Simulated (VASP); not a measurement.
# AlMo3C (Pm-3m) in VASP: further runs

The runs below take AlMo3C through single point, relaxation of cell and atoms, with PBE.

All numbers are computed with VASP 6.6.1; they aren't measurements. Logs are shortened: lines on timing, memory, paths and dates and some standing lists are left out, and cuts for length are marked.

## Step 1: The cell of the first run

Symmetry: Pm-3m, No. 221, cubic system. The conventional cell has a = 4.145 Å, b = 4.145 Å, c = 4.145 Å, α = 90.00°, β = 90.00°, γ = 90.00°. Within 3.9 Å of Al (site symmetry m-3m) lie 12 Mo at 2.93 Å and 8 C at 3.59 Å. Within 2.7 Å of Mo (site symmetry 4/mmm) lie 2 C at 2.07 Å. Within 2.7 Å of C (site symmetry m-3m) lie 6 Mo at 2.07 Å.

The cell was built from a structure type or drawn by symmetry, and may not be a known phase.

## Step 2: Single point, PBE

INCAR reads:

```
PREC     = Accurate       # precision mode
ENCUT    = 520            # plane-wave cutoff, eV
EDIFF    = 1E-6           # SCF threshold, eV
ISMEAR   = 0              # smearing method
SIGMA    = 0.1            # smearing width, eV
LREAL    = F              # projectors in reciprocal space
LASPH    = T              # aspherical terms in the spheres
NELM     = 60             # most SCF steps
ALGO     = Normal         # electronic algorithm
ISIF     = 2              # what is computed and relaxed
LWAVE    = F              # write WAVECAR
LCHARG   = F              # write CHGCAR
GGA      = PE             # functional
NBANDS   = 32             # bands
```

KPOINTS reads:

```
Automatic mesh
0
Gamma
  4 4 4
```

POSCAR reads:

```
AlMo3C
1.0
    4.1447507606      0.0000000000      0.0000000000
    0.0000000000      4.1447507606      0.0000000000
    0.0000000000      0.0000000000      4.1447507606
Al Mo C
1 3 1
Direct
    0.0000000000      0.0000000000      0.0000000000
    0.0000000000      0.5000000000      0.5000000000
    0.5000000000      0.0000000000      0.5000000000
    0.5000000000      0.5000000000      0.0000000000
    0.5000000000      0.5000000000      0.5000000000
```

Potentials or basis: VASP PAW PBE potentials, release 64 (Al, Mo_sv, C).

On the command line:

```sh
> cat potpaw_PBE.64/Al/POTCAR potpaw_PBE.64/Mo_sv/POTCAR potpaw_PBE.64/C/POTCAR > POTCAR
> mpirun -np 1 vasp_std > vasp.out
```

OUTCAR:

```text
PREC = Accurate
   ENCUT = 520
   EDIFF = 1E-6
   ISMEAR = 0
   LREAL = F
   LASPH = T
   NELM = 60
   ISIF = 2
   GGA = PE

 ion  position               nearest neighbor table
   1  0.000  0.000  0.000-   2 2.93   3 2.93   4 2.93   2 2.93   3 2.93   2 2.93   4 2.93   2 2.93
                             3 2.93   4 2.93   3 2.93   4 2.93
   2  0.000  0.500  0.500-   5 2.07   5 2.07   4 2.93   1 2.93   1 2.93   4 2.93   1 2.93   3 2.93
                             1 2.93   3 2.93   4 2.93   3 2.93   4 2.93   3 2.93
   3  0.500  0.000  0.500-   5 2.07   5 2.07   4 2.93   1 2.93   1 2.93   4 2.93   2 2.93   4 2.93
                             2 2.93   4 2.93   1 2.93   2 2.93   1 2.93   2 2.93
   4  0.500  0.500  0.000-   5 2.07   5 2.07   3 2.93   1 2.93   2 2.93   3 2.93   2 2.93   1 2.93
                             3 2.93   3 2.93   1 2.93   2 2.93   2 2.93   1 2.93
   5  0.500  0.500  0.500-   2 2.07   3 2.07   4 2.07   4 2.07   3 2.07   2 2.07

  LATTYP: Found a simple cubic cell.
 ALAT       =     4.1447507606

  Lattice vectors:

 A1 = (   4.1447507606,   0.0000000000,   0.0000000000)
 A2 = (   0.0000000000,   4.1447507606,   0.0000000000)
 A3 = (   0.0000000000,   0.0000000000,   4.1447507606)

Analysis of symmetry for initial positions (statically):
=====================================================================
 Subroutine PRICEL returns:
 Original cell was already a primitive cell.

 Routine SETGRP: Setting up the symmetry group for a
 simple cubic supercell.

 Subroutine GETGRP returns: Found 48 space group operations
 (whereof 48 operations were pure point group operations)
 out of a pool of 48 trial point group operations.

The static configuration has the point symmetry O_h .

Analysis of symmetry for dynamics (positions and initial velocities):
=====================================================================
 Subroutine PRICEL returns:
 Original cell was already a primitive cell.

 Routine SETGRP: Setting up the symmetry group for a
 simple cubic supercell.

 Subroutine GETGRP returns: Found 48 space group operations
 (whereof 48 operations were pure point group operations)
 out of a pool of 48 trial point group operations.

The dynamic configuration has the point symmetry O_h .

 Subroutine INISYM returns: Found 48 space group operations
 (whereof 48 operations are pure point group operations),
 and found     1 'primitive' translations

----------------------------------------------------------------------------------------

                                     Primitive cell

  volume of cell :      71.2025

  direct lattice vectors                    reciprocal lattice vectors
     4.144750761  0.000000000  0.000000000     0.241269031  0.000000000  0.000000000
     0.000000000  4.144750761  0.000000000     0.000000000  0.241269031  0.000000000
     0.000000000  0.000000000  4.144750761     0.000000000  0.000000000  0.241269031

  length of vectors
     4.144750761  4.144750761  4.144750761     0.241269031  0.241269031  0.241269031

  position of ions in fractional coordinates (direct lattice)
     0.000000000  0.000000000  0.000000000
     0.000000000  0.500000000  0.500000000
     0.500000000  0.000000000  0.500000000
     0.500000000  0.500000000  0.000000000
     0.500000000  0.500000000  0.500000000

  ion indices of the primitive-cell ions
   primitive index   ion index
                 1           1
                 2           2
                 3           3
                 4           4
                 5           5

----------------------------------------------------------------------------------------

 KPOINTS: Automatic mesh

Automatic generation of k-mesh.
 Grid dimensions read from file:
 generate k-points for:    4    4    4

 Generating k-lattice:

  Cartesian coordinates                     Fractional coordinates (reciprocal lattice)
     0.060317258  0.000000000  0.000000000     0.250000000  0.000000000  0.000000000
     0.000000000  0.060317258  0.000000000     0.000000000  0.250000000  0.000000000
     0.000000000  0.000000000  0.060317258     0.000000000  0.000000000  0.250000000

  Length of vectors
     0.060317258  0.060317258  0.060317258

  Shift w.r.t. Gamma in fractional coordinates (k-lattice)
     0.000000000  0.000000000  0.000000000

 Subroutine IBZKPT returns following result:
 ===========================================

 Found     10 irreducible k-points:

 Following reciprocal coordinates:
            Coordinates               Weight
  0.000000  0.000000  0.000000      1.000000
  0.250000  0.000000  0.000000      6.000000
  0.500000  0.000000  0.000000      3.000000
  0.250000  0.250000  0.000000     12.000000
  0.500000  0.250000  0.000000     12.000000
  0.500000  0.500000  0.000000      3.000000
  0.250000  0.250000  0.250000      8.000000
  0.500000  0.250000  0.250000     12.000000
  0.500000  0.500000  0.250000      6.000000
  0.500000  0.500000  0.500000      1.000000
   k-points           NKPTS =     10   k-points in BZ     NKDIM =     10   number of bands    NBANDS=     32
   number of dos      NEDOS =    301   number of ions     NIONS =      5
   total plane-waves  NPLWV =  32768
   dimension x,y,z NGX =    32 NGY =   32 NGZ =   32
   dimension x,y,z NGXF=    64 NGYF=   64 NGZF=   64
   ions per type =               1   3   1
   NGX,Y,Z   is equivalent  to a cutoff of  12.84, 12.84, 12.84 a.u.
   NGXF,Y,Z  is equivalent  to a cutoff of  25.67, 25.67, 25.67 a.u.
 SYSTEM =  unknown system
   PREC   = accura    normal or accurate (medium, high low for compatibility)
   ISTART =      0    job   : 0-new  1-cont  2-samecut
   ICHARG =      2    charge: 1-file 2-atom 10-const
   ISPIN  =      1    spin polarized calculation?
   LNONCOLLINEAR =      F non collinear calculations
   LSORBIT =      F    spin-orbit coupling
   LASPH  =      T    aspherical Exc in radial PAW
   ENCUT  =  520.0 eV  38.22 Ry    6.18 a.u.   7.71  7.71  7.71*2*pi/ulx,y,z
   NELM   =     60;   NELMIN=  2; NELMDL= -5     # of ELM steps
   EDIFF  = 0.1E-05   stopping-criterion for ELM
   LREAL  =      F    real-space projection
   EDIFFG = 0.1E-04   stopping-criterion for IOM
   NSW    =      0    number of steps for IOM
   IBRION =     -1    ionic relax: 0-MD 1-quasi-New 2-CG
   NFREE  =      0    steps in history (QN), initial steepest desc. (CG)
   ISIF   =      2    stress and relaxation
   ISYM   =      2    0-nonsym 1-usesym 2-fastsym
   POTIM  = 0.5000    time-step for ionic-motion
   TEBEG  =    0.0;   TEEND  =   0.0 temperature during run
   PSTRESS=    0.0 pullay stress
   NELECT =      49.0000    total number of electrons
   NUPDOWN=      -1.0000    fix difference up-down
   EMIN   =  10.00;   EMAX   =-10.00  energy-range for DOS
   EFERMI =   0.00;   METHOD = LEGACY
   ISMEAR =     0;   SIGMA  =   0.10  broadening in eV -4-tet -1-fermi 0-gaus
   EFERMI_NEDOS =   21; number of points for ismear=-14 and -15
   IALGO  =     38    algorithm
   IMIX   =      4    mixing-type and parameters
     AMIX     =   0.40;   BMIX     =  1.00
     AMIX_MAG =   1.60;   BMIX_MAG =  1.00
  volume/ion in A,a.u.               =      14.24        96.10
  Fermi-wavevector in a.u.,A,eV,Ry     =   1.445357  2.731329 28.423341  2.089057
  Thomas-Fermi vector in A             =   2.563548
   LORBIT       =      0    0 simple, 1 ext, 2 COOP (PROOUT), +10 PAW based schemes
   GGA     = PE    functional components
   LHFCALC =     F    Hartree Fock is set to
   AEXX    =    0.0000 exact exchange contribution
   IVDW    =     0    specifies the selected vdW correction
   LEPSILON=     F    determine dielectric tensor
   LRPA    =     F    only Hartree local field effects (RPA)
 non-spin polarized calculation
 Gauss-broadening in eV      SIGMA  =   0.10
  energy-cutoff  :      520.00
  volume of cell :       71.20
 maximum number of plane-waves:      1936
 NGX is ok and might be reduce to    32
   NGX = 15   NGY = 15   NGZ = 15

 number of electron      48.9999982 magnetization

 Free energy of the ion-electron system (eV)
  ---------------------------------------------------
  ext. energy  EPLUGINS =         0.00000000
  ---------------------------------------------------
  free energy    TOTEN  =       -45.65753334 eV

  energy without entropy =      -45.65079986  energy(sigma->0) =      -45.65416660

 E-fermi :  10.5589     XC(G=0): -12.4331

 val. band max:       10.4410637665   @ k =   0.2500   0.0000   0.0000
 cond. band min:      10.6582909576   @ k =   0.5000   0.5000   0.0000
 fundamental gap:      0.2172271911
 Fermi energy:        10.5588587395

 k-point     1 :       0.0000    0.0000    0.0000
  band No.  band energies     occupation
      1     -50.4605      2.00000
      2     -50.3035      2.00000
      3     -50.3035      2.00000
      4     -24.8769      2.00000
      5     -24.8769      2.00000
      6     -24.8769      2.00000
[... 24 lines left out ...]
     31      13.6439      0.00000
     32      14.1195      0.00000

 k-point     2 :       0.2500    0.0000    0.0000
  band No.  band energies     occupation
      1     -50.4405      2.00000
      2     -50.3236      2.00000
      3     -50.3034      2.00000
      4     -24.8262      2.00000
      5     -24.8262      2.00000
      6     -24.7901      2.00000
[... 24 lines left out ...]
     31      14.1219      0.00000
     32      14.2861      0.00000
[... 243 lines left out ...]
     31      13.9560      0.00000
     32      14.8929      0.00000

 k-point    10 :       0.5000    0.5000    0.5000
  band No.  band energies     occupation
      1     -50.3552      2.00000
      2     -50.3552      2.00000
      3     -50.3552      2.00000
      4     -25.2732      2.00000
      5     -24.7316      2.00000
      6     -24.7316      2.00000
[... 24 lines left out ...]
     31      13.6210      0.00000
     32      14.6981      0.00000

------------------------ aborting loop because EDIFF is reached ----------------------------------------

  FORCE on cell =-STRESS in cart. coord.  units (eV):
  Direction    XX          YY          ZZ          XY          YZ          ZX
  --------------------------------------------------------------------------------------
  -------------------------------------------------------------------------------------
  Total        0.1136201      0.1136201      0.1136201     -0.0000000      0.0000000     -0.0000000
  in kB        2.5566462      2.5566462      2.5566462     -0.0000000      0.0000000     -0.0000000
  external PRESSURE =       2.5566462 kB  Pullay stress =       0.0000000 kB

 VOLUME and BASIS-vectors are now :
 -----------------------------------------------------------------------------
  energy-cutoff  :      520.00
  volume of cell :       71.20
      direct lattice vectors                 reciprocal lattice vectors
     4.144750761  0.000000000  0.000000000     0.241269031  0.000000000  0.000000000
     0.000000000  4.144750761  0.000000000     0.000000000  0.241269031  0.000000000
     0.000000000  0.000000000  4.144750761     0.000000000  0.000000000  0.241269031

 POSITION                                       TOTAL-FORCE (eV/Angst)
 -----------------------------------------------------------------------------------
      0.00000      0.00000      0.00000         0.000000      0.000000      0.000000
      0.00000      2.07238      2.07238         0.000000      0.000000      0.000000
      2.07238      0.00000      2.07238         0.000000      0.000000      0.000000
      2.07238      2.07238      0.00000         0.000000      0.000000      0.000000
      2.07238      2.07238      2.07238         0.000000      0.000000      0.000000
 -----------------------------------------------------------------------------------
    total drift:                                0.000000     -0.000000     -0.000000

  FREE ENERGIE OF THE ION-ELECTRON SYSTEM (eV)
  ---------------------------------------------------
  free  energy   TOTEN  =       -45.6575333370 eV

  energy  without entropy=      -45.6507998585  energy(sigma->0) =      -45.65416660
```

It took 9.7 s on 1 thread of Intel Xeon 6975P-C (Granite Rapids), shared host; peak memory 0.17 GiB.

What came out:

| Item | Value |
| --- | --- |
| Free energy | -45.6575 eV |
| Pressure | 0.3 GPa |
| Band gap on the k mesh | zero (an odd number of electrons rules out a gap without spin polarisation) |

Levels at points of the mesh, in eV from the Fermi level:
```tsv
k point	band 22	band 23	band 24	band 25	band 26	band 27
(0.00, 0.00, 0.00)	-1.92	0.28	0.28	0.28	1.29	1.29
(0.50, 0.00, 0.00)	-1.77	-0.64	-0.55	0.40	0.40	0.85
(0.50, 0.50, 0.00)	-1.25	-1.05	-1.05	0.10	0.22	1.03
(0.50, 0.50, 0.50)	-1.25	-1.25	-1.15	-1.15	-1.15	1.03
```

Caveat: the k points lie up to 0.38 Å⁻¹ apart, too coarse for converged energies and pressures of a metal.

## Step 3: Single point, PBE

This run uses another cell than the first one, of 19.64 Å³/atom.

INCAR reads:

```
  PREC = Accurate
  ENCUT = 520
  EDIFF = 1E-6
  ISMEAR = 0
  SIGMA = 0.1
  LREAL = F
  LASPH = T
  NELM = 60
  ALGO = Normal
  ISIF = 2
  LWAVE = F
  LCHARG = F
  GGA = PE
  NBANDS = 32
```

KPOINTS reads:

```
regular mesh
0
Gamma
  4 4 4
```

POSCAR: that of step 2 with these lines changed.

```diff
@@ -2,5 +2,5 @@
 1.0
-    4.1447507606      0.0000000000      0.0000000000
-    0.0000000000      4.1447507606      0.0000000000
-    0.0000000000      0.0000000000      4.1447507606
+    4.6133172700      0.0000000000      0.0000000000
+    0.0000000000      4.6133172700      0.0000000000
+    0.0000000000      0.0000000000      4.6133172700
 Al Mo C
```

Potentials or basis: VASP PAW PBE potentials, release 64 (Al, Mo_sv, C).

On the command line:

```sh
> cat potpaw_PBE.64/Al/POTCAR potpaw_PBE.64/Mo_sv/POTCAR potpaw_PBE.64/C/POTCAR > POTCAR
> mpirun -np 1 vasp_std > vasp.out
```

OUTCAR:

```text
PREC = Accurate
   ENCUT = 520
   EDIFF = 1E-6
   ISMEAR = 0
   LREAL = F
   LASPH = T
   NELM = 60
   ISIF = 2
   GGA = PE

 ion  position               nearest neighbor table
   1  0.000  0.000  0.000-   2 3.26   3 3.26   4 3.26   2 3.26   3 3.26   2 3.26   4 3.26   2 3.26
                             3 3.26   4 3.26   3 3.26   4 3.26
   2  0.000  0.500  0.500-   5 2.31   5 2.31   4 3.26   1 3.26   1 3.26   4 3.26   1 3.26   3 3.26
                             1 3.26   3 3.26   4 3.26   3 3.26   4 3.26   3 3.26
   3  0.500  0.000  0.500-   5 2.31   5 2.31   4 3.26   1 3.26   1 3.26   4 3.26   2 3.26   4 3.26
                             2 3.26   4 3.26   1 3.26   2 3.26   1 3.26   2 3.26
   4  0.500  0.500  0.000-   5 2.31   5 2.31   3 3.26   1 3.26   2 3.26   3 3.26   2 3.26   1 3.26
                             3 3.26   3 3.26   1 3.26   2 3.26   2 3.26   1 3.26
   5  0.500  0.500  0.500-   2 2.31   3 2.31   4 2.31   4 2.31   3 2.31   2 2.31

  LATTYP: Found a simple cubic cell.
 ALAT       =     4.6133172700

  Lattice vectors:

 A1 = (   4.6133172700,   0.0000000000,   0.0000000000)
 A2 = (   0.0000000000,   4.6133172700,   0.0000000000)
 A3 = (   0.0000000000,   0.0000000000,   4.6133172700)

[... 168 lines left out ...]
 val. band max:        6.6217051570   @ k =   0.2500   0.0000   0.0000
 cond. band min:       6.7236958096   @ k =   0.5000   0.5000   0.0000
 fundamental gap:      0.1019906526
 Fermi energy:         6.6894436859

 k-point     1 :       0.0000    0.0000    0.0000
  band No.  band energies     occupation
      1     -54.5622      2.00000
      2     -54.5259      2.00000
      3     -54.5259      2.00000
      4     -28.6644      2.00000
      5     -28.6644      2.00000
      6     -28.6644      2.00000
[... 339 lines left out ...]
     31       8.5126      0.00000
     32       8.7696      0.00000

------------------------ aborting loop because EDIFF is reached ----------------------------------------

  FORCE on cell =-STRESS in cart. coord.  units (eV):
  Direction    XX          YY          ZZ          XY          YZ          ZX
  --------------------------------------------------------------------------------------
  -------------------------------------------------------------------------------------
  Total      -22.4329821    -22.4329821    -22.4329821     -0.0000000      0.0000000      0.0000000
  in kB     -366.0645068   -366.0645068   -366.0645068     -0.0000000      0.0000000      0.0000000
  external PRESSURE =    -366.0645068 kB  Pullay stress =       0.0000000 kB

 VOLUME and BASIS-vectors are now :
 -----------------------------------------------------------------------------
  energy-cutoff  :      520.00
  volume of cell :       98.18
      direct lattice vectors                 reciprocal lattice vectors
     4.613317270  0.000000000  0.000000000     0.216763761  0.000000000  0.000000000
     0.000000000  4.613317270  0.000000000     0.000000000  0.216763761  0.000000000
     0.000000000  0.000000000  4.613317270     0.000000000  0.000000000  0.216763761

 POSITION                                       TOTAL-FORCE (eV/Angst)
 -----------------------------------------------------------------------------------
      0.00000      0.00000      0.00000         0.000000      0.000000      0.000000
      0.00000      2.30666      2.30666         0.000000      0.000000      0.000000
      2.30666      0.00000      2.30666         0.000000      0.000000      0.000000
      2.30666      2.30666      0.00000         0.000000      0.000000      0.000000
      2.30666      2.30666      2.30666         0.000000      0.000000      0.000000
 -----------------------------------------------------------------------------------
    total drift:                                0.000000      0.000000      0.000000

  FREE ENERGIE OF THE ION-ELECTRON SYSTEM (eV)
  ---------------------------------------------------
  free  energy   TOTEN  =       -41.5360231924 eV

  energy  without entropy=      -41.5122865188  energy(sigma->0) =      -41.52415486
```

OSZICAR:

```text
N       E                     dE             d eps       ncg     rms          rms(c)
DAV:   1     0.472617222721E+03    0.47262E+03   -0.28562E+04   720   0.144E+03
DAV:   2    -0.269918814639E+02   -0.49961E+03   -0.48280E+03   736   0.430E+02
DAV:   3    -0.469134717374E+02   -0.19922E+02   -0.18924E+02   880   0.736E+01
DAV:   4    -0.473983275447E+02   -0.48486E+00   -0.47854E+00   768   0.102E+01
DAV:   5    -0.474154229505E+02   -0.17095E-01   -0.17083E-01   856   0.165E+00    0.196E+01
DAV:   6    -0.421039337113E+02    0.53115E+01   -0.46618E+01   744   0.287E+01    0.533E+00
DAV:   7    -0.415959849068E+02    0.50795E+00   -0.29778E+00   720   0.718E+00    0.237E+00
DAV:   8    -0.415426505389E+02    0.53334E-01   -0.45538E-01   704   0.292E+00    0.646E-01
DAV:   9    -0.415361375389E+02    0.65130E-02   -0.31596E-02   832   0.745E-01    0.317E-01
DAV:  10    -0.415359725400E+02    0.16500E-03   -0.29001E-03   704   0.309E-01    0.134E-01
DAV:  11    -0.415360186459E+02   -0.46106E-04   -0.31712E-04   800   0.136E-01    0.324E-02
DAV:  12    -0.415360256461E+02   -0.70002E-05   -0.32010E-05   848   0.296E-02    0.126E-02
DAV:  13    -0.415360234184E+02    0.22277E-05   -0.14299E-05   696   0.135E-02    0.251E-03
DAV:  14    -0.415360231924E+02    0.22601E-06   -0.81124E-07   424   0.478E-03
   1 F= -.41536023E+02 E0= -.41524155E+02  d E =-.237367E-01
```

It took 15 s on 1 thread of Intel Xeon 6975P-C (Granite Rapids), shared host; peak memory 0.21 GiB.

Results:

```yaml
Free_energy: -41.5360 eV
Pressure: -36.6 GPa
Band_gap_on_the_k_mesh: zero (an odd number of electrons rules out a gap without spin polarisation)
```

Levels at points of the mesh, in eV from the Fermi level:
```csv
k point,band 21,band 22,band 23,band 24,band 25,band 26,band 27,band 28
"(0.00, 0.00, 0.00)",-1.78,-1.78,0.17,0.17,0.17,0.80,0.80,1.79
"(0.50, 0.00, 0.00)",-1.91,-1.09,-0.40,-0.34,0.26,0.26,0.50,0.93
"(0.50, 0.50, 0.00)",-0.77,-0.77,-0.68,-0.68,0.03,0.10,0.67,0.76
"(0.50, 0.50, 0.50)",-0.87,-0.87,-0.87,-0.74,-0.74,-0.74,0.61,0.61
```

Caveat: the cell stands under tension.

(Part 1 of 2 ends here.)
